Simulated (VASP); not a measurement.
Write the native input for VASP 6.6.1 that does the following.

* Task: single point
* Functional: PBE
* Potentials or basis: VASP PAW PBE potentials, release 64 (Fe)
* Cutoff: 600 eV
* k mesh: 13 × 13 × 13
* Occupations: fermi-dirac, width 0.05 eV
* Spin: collinear spin, ferromagnetic start
* Starting moments: [1.04] μB
* Fixed moment: 1.04 μB
* Dipole correction: no
* Further INCAR settings: ALGO = Normal; EDIFF = 1e-06; NBANDS = 14

The structure of Fe lies in POSCAR:

```
Fe
1.0
   -1.4475000000      1.4475000000      1.4475000000
    1.4475000000     -1.4475000000      1.4475000000
    1.4475000000      1.4475000000     -1.4475000000
Fe
1
Direct
    0.0000000000      0.0000000000      0.0000000000
```

These files were run (other wordings do the same):

INCAR

```
PREC = Accurate
ENCUT = 600
EDIFF = 1E-6
ISMEAR = -1
SIGMA = 0.05
LREAL = False
LASPH = True
NELM = 200
ALGO = Normal
ISIF = 2
LWAVE = False
LCHARG = True
ISPIN = 2
MAGMOM = 1.04
LORBIT = 11
NUPDOWN = 1.04
LMAXMIX = 4
GGA = PE
LELF = True
LVHAR = True
NBANDS = 14
GGA_COMPAT = False
```

KPOINTS

```
regular mesh
0
Gamma
  13 13 13
```

Potentials or basis: VASP PAW PBE potentials, release 64 (Fe).

Run with:

```console
$ cat potpaw_PBE.64/Fe/POTCAR > POTCAR
$ mpirun -np 1 vasp_std > vasp.out
```

It gave:

| Property | Result |
| --- | --- |
| Pressure | -23.6 GPa |
| Net moment | 1.04 μB per cell |
| Site moments | Fe +1.07 μB |
| Valence electrons inside the program's atomic spheres | Fe 7.14 |

Caveat: the total moment is fixed, so each spin has its own Fermi level.

Run time: 58 s on 1 thread of Intel Xeon 8259CL (shared host), peak memory 0.15 GiB.
